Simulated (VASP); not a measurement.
# RbBr (Pm-3m) in VASP: a series of runs

RbBr is run at these levels: PBE; tasks: single point.

All numbers are computed with VASP 6.6.1; they aren't measurements. Logs are shortened: lines on timing, memory, paths and dates and some standing lists are left out, and cuts for length are marked.

## (1) The cell of the first run

The structure is cubic, space group Pm-3m (No. 221). Conventional cell: a = 3.982 Å, b = 3.982 Å, c = 3.982 Å, α = 90.00°, β = 90.00°, γ = 90.00°. Rb (site symmetry m-3m) has 8 Br at 3.45 Å and 6 Rb at 3.98 Å within 4.5 Å. Within 4.5 Å of Br (site symmetry m-3m) lie 8 Rb at 3.45 Å and 6 Br at 3.98 Å.

## (2) Single point, PBE (31.57 Å³/atom)

File INCAR:

```
SYSTEM = RbBr
PREC = Accurate
ENCUT = 500
EDIFF = 1E-6
ISMEAR = 0
SIGMA = 0.01
LREAL = .False.
LASPH = .True.
NELM = 120
ALGO = Normal
ISIF = 2
LWAVE = .False.
LCHARG = .False.
GGA = PE
NBANDS = 15
GGA_COMPAT = .False.
```

File KPOINTS:

```
regular mesh
0
Gamma
  4 4 4
  0 0 0
```

File POSCAR:

```
RbBr
1.0
    3.9819225498      0.0000000000      0.0000000000
    0.0000000000      3.9819225498      0.0000000000
    0.0000000000      0.0000000000      3.9819225498
Rb Br
1 1
Direct
    0.0000000000      0.0000000000      0.0000000000
    0.5000000000      0.5000000000      0.5000000000
```

Potentials or basis: VASP PAW PBE potentials, release 64 (Rb_sv, Br).

On the command line:

```console
> cat potpaw_PBE.64/Rb_sv/POTCAR potpaw_PBE.64/Br/POTCAR > POTCAR
> mpirun -np 1 vasp_std > vasp.out
```

OUTCAR:

```text
SYSTEM = RbBr
   PREC = Accurate
   ENCUT = 500
   EDIFF = 1E-6
   ISMEAR = 0
   LREAL = .False.
   LASPH = .True.
   NELM = 120
   ISIF = 2
   GGA = PE

 ion  position               nearest neighbor table
   1  0.000  0.000  0.000-   2 3.45   2 3.45   2 3.45   2 3.45   2 3.45   2 3.45   2 3.45   2 3.45

   2  0.500  0.500  0.500-   1 3.45   1 3.45   1 3.45   1 3.45   1 3.45   1 3.45   1 3.45   1 3.45

  LATTYP: Found a simple cubic cell.
 ALAT       =     3.9819225498

  Lattice vectors:

 A1 = (   3.9819225498,   0.0000000000,   0.0000000000)
 A2 = (   0.0000000000,   3.9819225498,   0.0000000000)
 A3 = (   0.0000000000,   0.0000000000,   3.9819225498)

Analysis of symmetry for initial positions (statically):
=====================================================================
 Subroutine PRICEL returns:
 Original cell was already a primitive cell.

 Routine SETGRP: Setting up the symmetry group for a
 simple cubic supercell.

 Subroutine GETGRP returns: Found 48 space group operations
 (whereof 48 operations were pure point group operations)
 out of a pool of 48 trial point group operations.

The static configuration has the point symmetry O_h .

Analysis of symmetry for dynamics (positions and initial velocities):
=====================================================================
 Subroutine PRICEL returns:
 Original cell was already a primitive cell.

 Routine SETGRP: Setting up the symmetry group for a
 simple cubic supercell.

 Subroutine GETGRP returns: Found 48 space group operations
 (whereof 48 operations were pure point group operations)
 out of a pool of 48 trial point group operations.

The dynamic configuration has the point symmetry O_h .

 Subroutine INISYM returns: Found 48 space group operations
 (whereof 48 operations are pure point group operations),
 and found     1 'primitive' translations

----------------------------------------------------------------------------------------

                                     Primitive cell

  volume of cell :      63.1362

  direct lattice vectors                    reciprocal lattice vectors
     3.981922550  0.000000000  0.000000000     0.251134970  0.000000000  0.000000000
     0.000000000  3.981922550  0.000000000     0.000000000  0.251134970  0.000000000
     0.000000000  0.000000000  3.981922550     0.000000000  0.000000000  0.251134970

  length of vectors
     3.981922550  3.981922550  3.981922550     0.251134970  0.251134970  0.251134970

  position of ions in fractional coordinates (direct lattice)
     0.000000000  0.000000000  0.000000000
     0.500000000  0.500000000  0.500000000

  ion indices of the primitive-cell ions
   primitive index   ion index
                 1           1
                 2           2

----------------------------------------------------------------------------------------

 KPOINTS: regular mesh

Automatic generation of k-mesh.
 Grid dimensions read from file:
 generate k-points for:    4    4    4

 Generating k-lattice:

  Cartesian coordinates                     Fractional coordinates (reciprocal lattice)
     0.062783742  0.000000000  0.000000000     0.250000000  0.000000000  0.000000000
     0.000000000  0.062783742  0.000000000     0.000000000  0.250000000  0.000000000
     0.000000000  0.000000000  0.062783742     0.000000000  0.000000000  0.250000000

  Length of vectors
     0.062783742  0.062783742  0.062783742

  Shift w.r.t. Gamma in fractional coordinates (k-lattice)
     0.000000000  0.000000000  0.000000000

 Subroutine IBZKPT returns following result:
 ===========================================

 Found     10 irreducible k-points:

 Following reciprocal coordinates:
            Coordinates               Weight
  0.000000  0.000000  0.000000      1.000000
  0.250000  0.000000  0.000000      6.000000
  0.500000  0.000000  0.000000      3.000000
  0.250000  0.250000  0.000000     12.000000
  0.500000  0.250000  0.000000     12.000000
  0.500000  0.500000  0.000000      3.000000
  0.250000  0.250000  0.250000      8.000000
  0.500000  0.250000  0.250000     12.000000
  0.500000  0.500000  0.250000      6.000000
  0.500000  0.500000  0.500000      1.000000
   k-points           NKPTS =     10   k-points in BZ     NKDIM =     10   number of bands    NBANDS=     15
   number of dos      NEDOS =    301   number of ions     NIONS =      2
   total plane-waves  NPLWV =  27000
   dimension x,y,z NGX =    30 NGY =   30 NGZ =   30
   dimension x,y,z NGXF=    60 NGYF=   60 NGZF=   60
   ions per type =               1   1
   NGX,Y,Z   is equivalent  to a cutoff of  12.53, 12.53, 12.53 a.u.
   NGXF,Y,Z  is equivalent  to a cutoff of  25.05, 25.05, 25.05 a.u.
 SYSTEM =  RbBr
   PREC   = accura    normal or accurate (medium, high low for compatibility)
   ISTART =      0    job   : 0-new  1-cont  2-samecut
   ICHARG =      2    charge: 1-file 2-atom 10-const
   ISPIN  =      1    spin polarized calculation?
   LNONCOLLINEAR =      F non collinear calculations
   LSORBIT =      F    spin-orbit coupling
   LASPH  =      T    aspherical Exc in radial PAW
   ENCUT  =  500.0 eV  36.75 Ry    6.06 a.u.   7.26  7.26  7.26*2*pi/ulx,y,z
   NELM   =    120;   NELMIN=  2; NELMDL= -5     # of ELM steps
   EDIFF  = 0.1E-05   stopping-criterion for ELM
   LREAL  =      F    real-space projection
   EDIFFG = 0.1E-04   stopping-criterion for IOM
   NSW    =      0    number of steps for IOM
   IBRION =     -1    ionic relax: 0-MD 1-quasi-New 2-CG
   NFREE  =      0    steps in history (QN), initial steepest desc. (CG)
   ISIF   =      2    stress and relaxation
   ISYM   =      2    0-nonsym 1-usesym 2-fastsym
   POTIM  = 0.5000    time-step for ionic-motion
   TEBEG  =    0.0;   TEEND  =   0.0 temperature during run
   PSTRESS=    0.0 pullay stress
   NELECT =      16.0000    total number of electrons
   NUPDOWN=      -1.0000    fix difference up-down
   EMIN   =  10.00;   EMAX   =-10.00  energy-range for DOS
   EFERMI =   0.00;   METHOD = LEGACY
   ISMEAR =     0;   SIGMA  =   0.01  broadening in eV -4-tet -1-fermi 0-gaus
   EFERMI_NEDOS =   21; number of points for ismear=-14 and -15
   IALGO  =     38    algorithm
   IMIX   =      4    mixing-type and parameters
     AMIX     =   0.40;   BMIX     =  1.00
     AMIX_MAG =   1.60;   BMIX_MAG =  1.00
  volume/ion in A,a.u.               =      31.57       213.03
  Fermi-wavevector in a.u.,A,eV,Ry     =   1.035989  1.957736 14.602782  1.073274
  Thomas-Fermi vector in A             =   2.170359
   LORBIT       =      0    0 simple, 1 ext, 2 COOP (PROOUT), +10 PAW based schemes
   GGA     = PE    functional components
   LHFCALC =     F    Hartree Fock is set to
   AEXX    =    0.0000 exact exchange contribution
   IVDW    =     0    specifies the selected vdW correction
   LEPSILON=     F    determine dielectric tensor
   LRPA    =     F    only Hartree local field effects (RPA)
 non-spin polarized calculation
 Gauss-broadening in eV      SIGMA  =   0.01
  energy-cutoff  :      500.00
  volume of cell :       63.14
 maximum number of plane-waves:      1628
 NGX is ok and might be reduce to    30
   NGX = 15   NGY = 15   NGZ = 15

 number of electron      15.9999998 magnetization

 Free energy of the ion-electron system (eV)
  ---------------------------------------------------
  ext. energy  EPLUGINS =         0.00000000
  ---------------------------------------------------
  free energy    TOTEN  =        -5.90548144 eV

  energy without entropy =       -5.90548144  energy(sigma->0) =       -5.90548144

 E-fermi :  -0.0022     XC(G=0):  -8.3920

 val. band max:       -0.1095438899   @ k =   0.5000   0.5000   0.0000
 cond. band min:       4.3693335567   @ k =   0.0000   0.0000   0.0000
 fundamental gap:      4.4788774466
 Fermi energy:        -0.0022121478

 k-point     1 :       0.0000    0.0000    0.0000
  band No.  band energies     occupation
      1     -25.0857      2.00000
      2     -12.9212      2.00000
      3      -9.0476      2.00000
      4      -9.0476      2.00000
      5      -9.0476      2.00000
      6      -0.2628      2.00000
      7      -0.2628      2.00000
      8      -0.2628      2.00000
      9       4.3693      0.00000
     10       5.3194      0.00000
     11       5.3194      0.00000
     12      10.0995      0.00000
     13      10.0995      0.00000
     14      10.0995      0.00000
     15      12.9613      0.00000

 k-point     2 :       0.2500    0.0000    0.0000
  band No.  band energies     occupation
      1     -25.0693      2.00000
      2     -12.9290      2.00000
      3      -9.1263      2.00000
      4      -9.0121      2.00000
      5      -9.0121      2.00000
      6      -1.3418      2.00000
      7      -0.3281      2.00000
      8      -0.3281      2.00000
      9       5.7566      0.00000
     10       5.8249      0.00000
     11       6.8011      0.00000
     12       9.9146      0.00000
     13       9.9146      0.00000
     14      10.4727      0.00000
     15      10.5511      0.00000

 k-point     3 :       0.5000    0.0000    0.0000
  band No.  band energies     occupation
      1     -25.0527      2.00000
      2     -12.9423      2.00000
      3      -9.1834      2.00000
      4      -8.9759      2.00000
      5      -8.9759      2.00000
      6      -2.1261      2.00000
      7      -0.3973      2.00000
      8      -0.3973      2.00000
      9       6.7793      0.00000
     10       7.5184      0.00000
     11       8.1353      0.00000
     12       8.5964      0.00000
     13      10.1463      0.00000
     14      10.1463      0.00000
     15      11.0110      0.00000

 k-point     4 :       0.2500    0.2500    0.0000
  band No.  band energies     occupation
      1     -25.0537      2.00000
      2     -12.8708      2.00000
      3      -9.2680      2.00000
      4      -9.0869      2.00000
      5      -8.9825      2.00000
      6      -1.3362      2.00000
      7      -0.8730      2.00000
      8      -0.2927      2.00000
      9       6.2055      0.00000
     10       6.4098      0.00000
     11       7.6633      0.00000
     12       8.7821      0.00000
     13       9.5046      0.00000
     14      10.2430      0.00000
     15      10.9365      0.00000

 k-point     5 :       0.5000    0.2500    0.0000
  band No.  band energies     occupation
      1     -25.0380      2.00000
      2     -12.8143      2.00000
      3      -9.3221      2.00000
      4      -9.2385      2.00000
      5      -8.9526      2.00000
      6      -1.7130      2.00000
      7      -0.8907      2.00000
      8      -0.2595      2.00000
      9       6.1849      0.00000
     10       6.8259      0.00000
     11       8.6653      0.00000
     12       8.7687      0.00000
     13       8.8221      0.00000
     14      10.0069      0.00000
     15      11.4379      0.00000

 k-point     6 :       0.5000    0.5000    0.0000
  band No.  band energies     occupation
      1     -25.0231      2.00000
      2     -12.6725      2.00000
      3      -9.4793      2.00000
      4      -9.4793      2.00000
      5      -8.9290      2.00000
      6      -1.2804      2.00000
      7      -1.2804      2.00000
      8      -0.1095      2.00000
      9       5.2290      0.00000
     10       6.1954      0.00000
     11       7.9168      0.00000
     12       7.9168      0.00000
     13      11.5730      0.00000
     14      11.5730      0.00000
     15      12.1591      0.00000

 k-point     7 :       0.2500    0.2500    0.2500
  band No.  band energies     occupation
      1     -25.0387      2.00000
      2     -12.7921      2.00000
      3      -9.2177      2.00000
      4      -9.2177      2.00000
      5      -9.1124      2.00000
      6      -1.0773      2.00000
      7      -1.0040      2.00000
      8      -1.0040      2.00000
      9       7.3519      0.00000
     10       7.5383      0.00000
     11       7.5383      0.00000
     12       8.0501      0.00000
     13       8.8893      0.00000
     14       8.8893      0.00000
     15      13.2146      0.00000

 k-point     8 :       0.5000    0.2500    0.2500
  band No.  band energies     occupation
      1     -25.0237      2.00000
      2     -12.7111      2.00000
      3      -9.3628      2.00000
      4      -9.2175      2.00000
      5      -9.1660      2.00000
      6      -1.5946      2.00000
      7      -1.1392      2.00000
      8      -0.7694      2.00000
      9       6.8471      0.00000
     10       7.4520      0.00000
     11       7.4525      0.00000
     12       9.1842      0.00000
     13       9.5066      0.00000
     14       9.8274      0.00000
     15      12.5508      0.00000

 k-point     9 :       0.5000    0.5000    0.2500
  band No.  band energies     occupation
      1     -25.0093      2.00000
      2     -12.6001      2.00000
      3      -9.4145      2.00000
      4      -9.4145      2.00000
      5      -9.1443      2.00000
      6      -1.5064      2.00000
      7      -1.5064      2.00000
      8      -1.0309      2.00000
      9       6.5202      0.00000
     10       7.9847      0.00000
     11       8.0641      0.00000
     12       8.0641      0.00000
     13      10.8030      0.00000
     14      10.8030      0.00000
     15      12.4536      0.00000

 k-point    10 :       0.5000    0.5000    0.5000
  band No.  band energies     occupation
      1     -24.9954      2.00000
      2     -12.5249      2.00000
      3      -9.3472      2.00000
      4      -9.3472      2.00000
      5      -9.3472      2.00000
      6      -1.7305      2.00000
      7      -1.7305      2.00000
      8      -1.7305      2.00000
      9       8.5085      0.00000
     10       8.5085      0.00000
     11       8.5085      0.00000
     12       9.7916      0.00000
     13       9.7916      0.00000
     14       9.7916      0.00000
     15      12.6324      0.00000

------------------------ aborting loop because EDIFF is reached ----------------------------------------

  FORCE on cell =-STRESS in cart. coord.  units (eV):
  Direction    XX          YY          ZZ          XY          YZ          ZX
  --------------------------------------------------------------------------------------
  -------------------------------------------------------------------------------------
  Total        1.3076301      1.3076301      1.3076301     -0.0000000     -0.0000000     -0.0000000
  in kB       33.1831094     33.1831094     33.1831094     -0.0000000     -0.0000000     -0.0000000
  external PRESSURE =      33.1831094 kB  Pullay stress =       0.0000000 kB

 VOLUME and BASIS-vectors are now :
 -----------------------------------------------------------------------------
  energy-cutoff  :      500.00
  volume of cell :       63.14
      direct lattice vectors                 reciprocal lattice vectors
     3.981922550  0.000000000  0.000000000     0.251134970  0.000000000  0.000000000
     0.000000000  3.981922550  0.000000000     0.000000000  0.251134970  0.000000000
     0.000000000  0.000000000  3.981922550     0.000000000  0.000000000  0.251134970

 POSITION                                       TOTAL-FORCE (eV/Angst)
 -----------------------------------------------------------------------------------
      0.00000      0.00000      0.00000         0.000000      0.000000      0.000000
      1.99096      1.99096      1.99096         0.000000      0.000000      0.000000
 -----------------------------------------------------------------------------------
    total drift:                                0.000000      0.000000     -0.000000

  FREE ENERGIE OF THE ION-ELECTRON SYSTEM (eV)
  ---------------------------------------------------
  free  energy   TOTEN  =        -5.9054814363 eV

  energy  without entropy=       -5.9054814363  energy(sigma->0) =       -5.90548144
```

Run time: 11 s. Hardware: 1 thread of Intel Xeon Platinum 8375C at 2.90GHz (Ice Lake), shared host; peak memory 0.16 GiB.

What came out:

| Property | Result |
| --- | --- |
| Free energy | -5.9055 eV |
| Pressure | 3.3 GPa |
| Band gap on the k mesh | 4.48 eV (least direct gap 4.63 eV) |

Levels at points of the mesh, in eV from the valence-band top:
```csv
k point,band 5,band 6,band 7,band 8,band 9,band 10,band 11,band 12
"(0.00, 0.00, 0.00)",-8.94,-0.15,-0.15,-0.15,4.48,5.43,5.43,10.21
"(0.50, 0.00, 0.00)",-8.87,-2.02,-0.29,-0.29,6.89,7.63,8.24,8.71
"(0.50, 0.50, 0.00)",-8.82,-1.17,-1.17,0.00,5.34,6.30,8.03,8.03
"(0.50, 0.50, 0.50)",-9.24,-1.62,-1.62,-1.62,8.62,8.62,8.62,9.90
```

Caveat: the cell stands under pressure.

## (3) Single point, PBE (33.32 Å³/atom)

This run uses another cell than the first one, of 33.32 Å³/atom.

File INCAR:

```
SYSTEM = RbBr
ALGO = Normal ; EDIFF = 1E-6
ENCUT = 500 ; GGA = PE
GGA_COMPAT = .False. ; ISIF = 2
ISMEAR = 0 ; LASPH = .True.
LCHARG = .False. ; LREAL = .False.
LWAVE = .False. ; NBANDS = 15
NELM = 120 ; PREC = Accurate
SIGMA = 0.01
```

File KPOINTS:

```
k-points
0
Gamma
  4 4 4
  0 0 0
```

File POSCAR:

```
RbBr
1.0
    4.0543369599      0.0000000000      0.0000000000
    0.0000000000      4.0543369599      0.0000000000
    0.0000000000      0.0000000000      4.0543369599
Rb Br
1 1
Direct
    0.0000000000      0.0000000000      0.0000000000
    0.5000000000      0.5000000000      0.5000000000
```

Potentials or basis: VASP PAW PBE potentials, release 64 (Rb_sv, Br).

On the command line:

```console
> cat potpaw_PBE.64/Rb_sv/POTCAR potpaw_PBE.64/Br/POTCAR > POTCAR
> mpirun -np 1 vasp_std > vasp.out
```

Wall time 11 s (1 thread of Intel Xeon Platinum 8375C at 2.90GHz (Ice Lake), shared host); peak memory 0.16 GiB.

It converged, with:

```
Free energy            : -5.9623 eV
Pressure               : 1.9 GPa
Band gap on the k mesh : 4.27 eV (least direct gap 4.42 eV)
```

Levels at points of the mesh, in eV from the valence-band top:
```tsv
k point	band 4	band 5	band 6	band 7	band 8	band 9	band 10	band 11	band 12	band 13
(0.00, 0.00, 0.00)	-9.01	-9.01	-0.15	-0.15	-0.15	4.27	5.51	5.51	10.07	10.07
(0.50, 0.00, 0.00)	-8.95	-8.95	-1.86	-0.26	-0.26	6.89	7.35	7.93	8.71	10.05
(0.50, 0.50, 0.00)	-9.37	-8.91	-1.11	-1.11	0.00	5.33	6.26	8.00	8.00	11.23
(0.50, 0.50, 0.50)	-9.27	-9.27	-1.47	-1.47	-1.47	8.42	8.42	8.42	9.62	9.62
```

A k mesh can miss the band edges.

## (4) Single point, PBE

This run uses another cell than the first one, of 35.08 Å³/atom.

File INCAR:

```
  ALGO = Normal
  EDIFF = 1E-6
  ENCUT = 500
  GGA = PE
  GGA_COMPAT = F
  ISIF = 2
  ISMEAR = 0
  LASPH = T
  LCHARG = T
  LELF = T
  LREAL = F
  LVHAR = T
  LWAVE = F
  NBANDS = 15
  NELM = 120
  PREC = Accurate
  SIGMA = 0.01
```

File KPOINTS:

```
k-points
0
Gamma
  4 4 4
```

File POSCAR:

```
RbBr
1.0
    4.1242530609      0.0000000000      0.0000000000
    0.0000000000      4.1242530609      0.0000000000
    0.0000000000      0.0000000000      4.1242530609
Rb Br
1 1
Direct
    0.0000000000      0.0000000000      0.0000000000
    0.5000000000      0.5000000000      0.5000000000
```

On the command line:

```console
> cat potpaw_PBE.64/Rb_sv/POTCAR potpaw_PBE.64/Br/POTCAR > POTCAR
> mpirun -np 1 vasp_std > vasp.out
```

It took 11 s on 1 thread of Intel Xeon Platinum 8375C at 2.90GHz (Ice Lake), shared host; peak memory 0.16 GiB.

The run converged. Its results:

```yaml
Free_energy: -5.9926 eV
Pressure: 0.9 GPa
Band_gap_on_the_k_mesh: 4.08 eV (least direct gap 4.24 eV)
```

Levels at points of the mesh, in eV from the valence-band top:
```csv
k point,band 5,band 6,band 7,band 8,band 9,band 10,band 11,band 12
"(0.00, 0.00, 0.00)",-9.09,-0.15,-0.15,-0.15,4.08,5.58,5.58,9.93
"(0.50, 0.00, 0.00)",-9.04,-1.72,-0.23,-0.23,6.88,7.10,7.65,8.71
"(0.50, 0.50, 0.00)",-9.01,-1.05,-1.05,0.00,5.31,6.22,7.96,7.96
"(0.50, 0.50, 0.50)",-9.31,-1.34,-1.34,-1.34,8.23,8.23,8.23,9.36
```

(Part 1 of 2 ends here.)
